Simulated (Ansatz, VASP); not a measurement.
## Pb in VASP and in Ansatz

```
Pb
1.0
     0.00000    2.44426    2.44426
     2.44426    0.00000    2.44426
     2.44426    2.44426    0.00000
Pb
1
Direct
  0.00000 0.00000 0.00000
```

Change from the starting cell: volume scaled by 0.9405.

Alike in both runs: task single point; functional LDA; k mesh 13 × 13 × 13; occupations fermi-dirac, width 0.05 eV; no spin polarisation.

|  | VASP | Ansatz |
| --- | --- | --- |
| version | VASP 6.6.1 | Ansatz 0.2.0 |
| potentials or method | VASP PAW LDA potentials, release 64 (Pb_d), cutoff 520 eV | all-electron LAPW, scalar-relativistic |

Ansatz gave:

```
pressure (GPa) : -0.3
```

Question: Which values does VASP return?

Answer: Pressure (GPa): -0.2.

LDA's correlation is that of Perdew and Zunger in VASP and of Perdew and Wang (1992) in Ansatz. Ansatz ran all-electron here, and VASP with PAW potentials.

Neither program's run includes spin-orbit coupling.
